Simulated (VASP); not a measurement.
# HfN (Fm-3m) in VASP: single point with LDA

Aim: the single point of HfN with LDA.

Everything below comes from runs of VASP 6.6.1. Logs are shortened: lines on timing, memory, paths and dates and some standing lists are left out, and cuts for length are marked.

### 1 The cell of the first run

It takes space group Fm-3m (No. 225, cubic). The conventional cell has a = 4.512 Å, b = 4.512 Å, c = 4.512 Å, α = 90.00°, β = 90.00°, γ = 90.00°. Hf (site symmetry m-3m) has 6 N at 2.26 Å within 3.0 Å. N (site symmetry m-3m) has 6 Hf at 2.26 Å within 3.0 Å.

### 2 Single point, LDA

File INCAR:

```
SYSTEM = HfN
PREC = Accurate ; ENCUT = 520
EDIFF = 1E-7 ; ISMEAR = 1
SIGMA = 0.1 ; LREAL = .FALSE.
LASPH = .TRUE. ; NELM = 60
ALGO = Normal ; ISIF = 2
LWAVE = .FALSE. ; LCHARG = .TRUE.
GGA = CA ; LELF = .TRUE.
LVHAR = .TRUE. ; NBANDS = 14
```

File KPOINTS:

```
regular mesh
0
G
  9 9 9
  0 0 0
```

File POSCAR:

```
HfN
1.0
    0.0000000000      2.2560000000      2.2560000000
    2.2560000000      0.0000000000      2.2560000000
    2.2560000000      2.2560000000      0.0000000000
Hf N
1 1
Direct
    0.0000000000      0.0000000000      0.0000000000
    0.5000000000      0.5000000000      0.5000000000
```

Potentials or basis: VASP PAW LDA potentials, release 64 (Hf_pv, N).

Run with:

```
$ cat potpaw_LDA.64/Hf_pv/POTCAR potpaw_LDA.64/N/POTCAR > POTCAR
$ mpirun -np 1 vasp_std > vasp.out
```

OUTCAR:

```text
SYSTEM = HfN
   PREC = Accurate
   ENCUT = 520
   EDIFF = 1E-7
   ISMEAR = 1
   LREAL = .FALSE.
   LASPH = .TRUE.
   NELM = 60
   ISIF = 2
   GGA = CA

 ion  position               nearest neighbor table
   1  0.000  0.000  0.000-   2 2.26   2 2.26   2 2.26   2 2.26   2 2.26   2 2.26
   2  0.500  0.500  0.500-   1 2.26   1 2.26   1 2.26   1 2.26   1 2.26   1 2.26

  LATTYP: Found a face centered cubic cell.
 ALAT       =     4.5120000000

  Lattice vectors:

 A1 = (   0.0000000000,   2.2560000000,   2.2560000000)
 A2 = (   2.2560000000,   0.0000000000,   2.2560000000)
 A3 = (   2.2560000000,   2.2560000000,   0.0000000000)

Analysis of symmetry for initial positions (statically):
=====================================================================
 Subroutine PRICEL returns:
 Original cell was already a primitive cell.

 Routine SETGRP: Setting up the symmetry group for a
 face centered cubic supercell.

 Subroutine GETGRP returns: Found 48 space group operations
 (whereof 48 operations were pure point group operations)
 out of a pool of 48 trial point group operations.

The static configuration has the point symmetry O_h .

Analysis of symmetry for dynamics (positions and initial velocities):
=====================================================================
 Subroutine PRICEL returns:
 Original cell was already a primitive cell.

 Routine SETGRP: Setting up the symmetry group for a
 face centered cubic supercell.

 Subroutine GETGRP returns: Found 48 space group operations
 (whereof 48 operations were pure point group operations)
 out of a pool of 48 trial point group operations.

The dynamic configuration has the point symmetry O_h .

 Subroutine INISYM returns: Found 48 space group operations
 (whereof 48 operations are pure point group operations),
 and found     1 'primitive' translations

----------------------------------------------------------------------------------------

                                     Primitive cell

  volume of cell :      22.9640

  direct lattice vectors                    reciprocal lattice vectors
     0.000000000  2.256000000  2.256000000    -0.221631206  0.221631206  0.221631206
     2.256000000  0.000000000  2.256000000     0.221631206 -0.221631206  0.221631206
     2.256000000  2.256000000  0.000000000     0.221631206  0.221631206 -0.221631206

  length of vectors
     3.190465797  3.190465797  3.190465797     0.383876509  0.383876509  0.383876509

  position of ions in fractional coordinates (direct lattice)
     0.000000000  0.000000000  0.000000000
     0.500000000  0.500000000  0.500000000

  ion indices of the primitive-cell ions
   primitive index   ion index
                 1           1
                 2           2

----------------------------------------------------------------------------------------

 KPOINTS: regular mesh

Automatic generation of k-mesh.
 Grid dimensions read from file:
 generate k-points for:    9    9    9

 Generating k-lattice:

  Cartesian coordinates                     Fractional coordinates (reciprocal lattice)
    -0.024625690  0.024625690  0.024625690     0.111111111  0.000000000  0.000000000
     0.024625690 -0.024625690  0.024625690     0.000000000  0.111111111  0.000000000
     0.024625690  0.024625690 -0.024625690     0.000000000  0.000000000  0.111111111

  Length of vectors
     0.042652945  0.042652945  0.042652945

  Shift w.r.t. Gamma in fractional coordinates (k-lattice)
     0.000000000  0.000000000  0.000000000

 Subroutine IBZKPT returns following result:
 ===========================================

 Found     35 irreducible k-points:

 Following reciprocal coordinates:
            Coordinates               Weight
  0.000000  0.000000  0.000000      1.000000
  0.111111  0.000000  0.000000      8.000000
  0.222222  0.000000  0.000000      8.000000
  0.333333  0.000000  0.000000      8.000000
  0.444444  0.000000  0.000000      8.000000
  0.111111  0.111111  0.000000      6.000000
[... 16 lines left out ...]
 -0.333333  0.333333  0.000000     12.000000
  0.444444  0.444444  0.000000      6.000000
 [... further k-points ...]
   k-points           NKPTS =     35   k-points in BZ     NKDIM =     35   number of bands    NBANDS=     14
   number of dos      NEDOS =    301   number of ions     NIONS =      2
   total plane-waves  NPLWV =  13824
   dimension x,y,z NGX =    24 NGY =   24 NGZ =   24
   dimension x,y,z NGXF=    48 NGYF=   48 NGZF=   48
   ions per type =               1   1
   NGX,Y,Z   is equivalent  to a cutoff of  12.51, 12.51, 12.51 a.u.
   NGXF,Y,Z  is equivalent  to a cutoff of  25.01, 25.01, 25.01 a.u.
 SYSTEM =  HfN
   PREC   = accura    normal or accurate (medium, high low for compatibility)
   ISTART =      0    job   : 0-new  1-cont  2-samecut
   ICHARG =      2    charge: 1-file 2-atom 10-const
   ISPIN  =      1    spin polarized calculation?
   LNONCOLLINEAR =      F non collinear calculations
   LSORBIT =      F    spin-orbit coupling
   LASPH  =      T    aspherical Exc in radial PAW
   ENCUT  =  520.0 eV  38.22 Ry    6.18 a.u.   5.93  5.93  5.93*2*pi/ulx,y,z
   NELM   =     60;   NELMIN=  2; NELMDL= -5     # of ELM steps
   EDIFF  = 0.1E-06   stopping-criterion for ELM
   LREAL  =      F    real-space projection
   EDIFFG = 0.1E-05   stopping-criterion for IOM
   NSW    =      0    number of steps for IOM
   IBRION =     -1    ionic relax: 0-MD 1-quasi-New 2-CG
   NFREE  =      0    steps in history (QN), initial steepest desc. (CG)
   ISIF   =      2    stress and relaxation
   ISYM   =      2    0-nonsym 1-usesym 2-fastsym
   POTIM  = 0.5000    time-step for ionic-motion
   TEBEG  =    0.0;   TEEND  =   0.0 temperature during run
   PSTRESS=    0.0 pullay stress
   NELECT =      15.0000    total number of electrons
   NUPDOWN=      -1.0000    fix difference up-down
   EMIN   =  10.00;   EMAX   =-10.00  energy-range for DOS
   EFERMI =   0.00;   METHOD = LEGACY
   ISMEAR =     1;   SIGMA  =   0.10  broadening in eV -4-tet -1-fermi 0-gaus
   EFERMI_NEDOS =   21; number of points for ismear=-14 and -15
   IALGO  =     38    algorithm
   IMIX   =      4    mixing-type and parameters
     AMIX     =   0.40;   BMIX     =  1.00
     AMIX_MAG =   1.60;   BMIX_MAG =  1.00
  volume/ion in A,a.u.               =      11.48        77.48
  Fermi-wavevector in a.u.,A,eV,Ry     =   1.420440  2.684242 27.451783  2.017649
  Thomas-Fermi vector in A             =   2.541355
   LORBIT       =      0    0 simple, 1 ext, 2 COOP (PROOUT), +10 PAW based schemes
   GGA     = CA    functional components
   LHFCALC =     F    Hartree Fock is set to
   AEXX    =    0.0000 exact exchange contribution
   IVDW    =     0    specifies the selected vdW correction
   LEPSILON=     F    determine dielectric tensor
   LRPA    =     F    only Hartree local field effects (RPA)
 non-spin polarized calculation
 Methfessel and Paxton  Order N= 1 SIGMA  =   0.10
  energy-cutoff  :      520.00
  volume of cell :       22.96
 maximum number of plane-waves:       628
   NGX = 11   NGY = 11   NGZ = 11

 number of electron      14.9999998 magnetization

 Free energy of the ion-electron system (eV)
  ---------------------------------------------------
  ext. energy  EPLUGINS =         0.00000000
  ---------------------------------------------------
  free energy    TOTEN  =       -23.85296197 eV

  energy without entropy =      -23.85130737  energy(sigma->0) =      -23.85241044

 E-fermi :   8.2016     XC(G=0): -13.0010

 val. band max:        8.1976948639   @ k =   0.4444   0.2222   0.1111
 cond. band min:       8.2341728956   @ k =   0.1111   0.0000   0.0000
 fundamental gap:      0.0364780317
 Fermi energy:         8.2015515913

 k-point     1 :       0.0000    0.0000    0.0000
  band No.  band energies     occupation
      1     -22.6957      2.00000
      2     -22.6957      2.00000
      3     -22.6957      2.00000
      4      -9.0252      2.00000
      5       5.2763      2.00000
      6       5.2763      2.00000
      7       5.2763      2.00000
      8       7.8347      2.00000
      9       7.8347      2.00000
     10       7.8347      2.00000
     11      10.1444     -0.00000
     12      10.1444     -0.00000
     13      10.2564      0.00000
     14      17.8904      0.00000

 k-point     2 :       0.1111    0.0000    0.0000
  band No.  band energies     occupation
      1     -22.8233      2.00000
      2     -22.7064      2.00000
      3     -22.7064      2.00000
      4      -8.7363      2.00000
      5       4.1823      2.00000
      6       4.6089      2.00000
      7       4.6089      2.00000
      8       8.1219      1.97855
      9       8.2342      0.47909
     10       8.2342      0.47909
     11      11.0564      0.00000
     12      11.0564      0.00000
     13      11.0749      0.00000
     14      18.8241      0.00000

 k-point     3 :       0.2222    0.0000    0.0000
  band No.  band energies     occupation
      1     -23.1312      2.00000
      2     -22.7331      2.00000
      3     -22.7331      2.00000
      4      -7.9788      2.00000
      5       2.3058      2.00000
      6       3.4856      2.00000
      7       3.4856      2.00000
      8       8.6233     -0.00000
      9       9.2168     -0.00000
     10       9.2168     -0.00000
     11      12.6690      0.00000
     12      13.0138      0.00000
     13      13.0138      0.00000
     14      19.5833      0.00000
[... 324 lines left out ...]
 k-point    23 :      -0.3333    0.3333    0.0000
  band No.  band energies     occupation
      1     -23.3486      2.00000
      2     -23.2853      2.00000
      3     -22.8855      2.00000
      4      -7.0167      2.00000
      5       1.1597      2.00000
      6       2.7772      2.00000
      7       2.8129      2.00000
      8       8.7783     -0.00000
      9      11.3731      0.00000
     10      11.9512      0.00000
     11      13.8473      0.00000
     12      16.1388      0.00000
     13      18.2116      0.00000
     14      19.6081      0.00000

 k-point    24 :       0.4444    0.4444    0.0000
  band No.  band energies     occupation
      1     -23.5010      2.00000
      2     -23.0069      2.00000
      3     -23.0069      2.00000
      4      -7.8689      2.00000
      5       2.7117      2.00000
      6       4.4604      2.00000
      7       4.5979      2.00000
      8       4.5979      2.00000
      9      12.2087      0.00000
     10      13.6634      0.00000
     11      13.6634      0.00000
     12      13.7211      0.00000
     13      16.5426      0.00000
     14      17.7240      0.00000

 [... further k-points ...]
[... 5 lines left out ...]
  --------------------------------------------------------------------------------------
  -------------------------------------------------------------------------------------
  Total       -1.3712707     -1.3712707     -1.3712707     -0.0000000     -0.0000000      0.0000000
  in kB      -95.6723605    -95.6723605    -95.6723605     -0.0000000     -0.0000000      0.0000000
  external PRESSURE =     -95.6723605 kB  Pullay stress =       0.0000000 kB

 VOLUME and BASIS-vectors are now :
 -----------------------------------------------------------------------------
  energy-cutoff  :      520.00
  volume of cell :       22.96
      direct lattice vectors                 reciprocal lattice vectors
     0.000000000  2.256000000  2.256000000    -0.221631206  0.221631206  0.221631206
     2.256000000  0.000000000  2.256000000     0.221631206 -0.221631206  0.221631206
     2.256000000  2.256000000  0.000000000     0.221631206  0.221631206 -0.221631206

 POSITION                                       TOTAL-FORCE (eV/Angst)
 -----------------------------------------------------------------------------------
      0.00000      0.00000      0.00000        -0.000000     -0.000000     -0.000000
      2.25600      2.25600      2.25600         0.000000      0.000000      0.000000
 -----------------------------------------------------------------------------------
    total drift:                                0.000000     -0.000000     -0.000000

  FREE ENERGIE OF THE ION-ELECTRON SYSTEM (eV)
  ---------------------------------------------------
  free  energy   TOTEN  =       -23.8529619686 eV

  energy  without entropy=      -23.8513073705  energy(sigma->0) =      -23.85241044
```

Run time: 13 s. Hardware: 1 thread of AMD EPYC 7R43 (Zen 3), shared host; peak memory 0.1 GiB.

Results:

- Free energy: -23.8530 eV
- Pressure: -9.6 GPa

Caveat: spin-orbit coupling is left out, which moves the levels of the heavy elements.
